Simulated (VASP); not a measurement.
Wanted: the native input for a VASP 6.6.1 run.

- Task: relaxation of cell and atoms
- Functional: PBE
- Potentials or basis: VASP PAW PBE potentials, release 64 (K_sv, Br)
- Cutoff: 600 eV
- k mesh: 4 × 4 × 2
- Occupations: gaussian, width 0.1 eV
- Spin: no spin polarisation
- Dipole correction: no
- Further INCAR settings: ALGO = Normal; EDIFF = 1e-06; IBRION = 2; EDIFFG = -0.04; NSW = 90; ISIF = 3

The structure of K4Br3 lies in POSCAR:

```
K4Br3
1.0
    4.2527070600     -4.7399930700      0.0000000000
    4.2527070600      4.7399930700      0.0000000000
    0.0000000000      0.0000000000      7.5218727100
K Br
4 3
Direct
    0.6746192300      0.6746192300      0.7584429900
    0.3253807700      0.3253807700      0.7584429900
    0.6746192300      0.6746192300      0.2415570100
    0.3253807700      0.3253807700      0.2415570100
    0.0000000000      0.5000000000      0.5000000000
    0.5000000000      0.0000000000      0.5000000000
    0.5000000000      0.5000000000      0.0000000000
```

The cell was generated, and may not be a known phase.

One way to write it, as run:

INCAR

```
PREC = Accurate ; ENCUT = 600
EDIFF = 1E-6 ; ISMEAR = 0
SIGMA = 0.1 ; LREAL = F
LASPH = T ; NELM = 80
ALGO = Normal ; ISIF = 3
LWAVE = F ; LCHARG = F
GGA = PE ; IBRION = 2
NSW = 90 ; EDIFFG = -0.04
```

KPOINTS

```
Automatic mesh
0
Gamma
  4 4 2
```

Potentials or basis: VASP PAW PBE potentials, release 64 (K_sv, Br).

Run with:

```bash
$ cat potpaw_PBE.64/K_sv/POTCAR potpaw_PBE.64/Br/POTCAR > POTCAR
$ mpirun -np 1 vasp_std > vasp.out
```

It gave:

- Relaxed volume: 57.69 Å³/atom
- Relaxed cell: a = 6.725 Å, b = 6.725 Å, c = 8.932 Å, α = 90.00°, β = 90.00°, γ = 88.23°
- Space group after relaxing (to 0.1 Å): Cmmm (No. 65)
- Energy gained by relaxing: 1045.7 meV/atom
- Ionic steps: 20
- Pressure after relaxing: 0.0 GPa
- Largest force after relaxing: 0.021 eV/Å
- Band gap on the k mesh: zero (an odd number of electrons rules out a gap without spin polarisation)

Caveat: the k points lie up to 0.35 Å⁻¹ apart in the final cell, too coarse for converged energies and pressures of a metal; the volume moved by over 15 % at a fixed basis, so the end points are rough; an odd number of electrons without spin polarisation forces a metal; a magnetic or distorted state may lie lower.

Run time: 37 min on 1 thread of Intel(R) Xeon(R) Platinum 8559C (Emerald Rapids), on a shared host, peak memory 0.52 GiB.
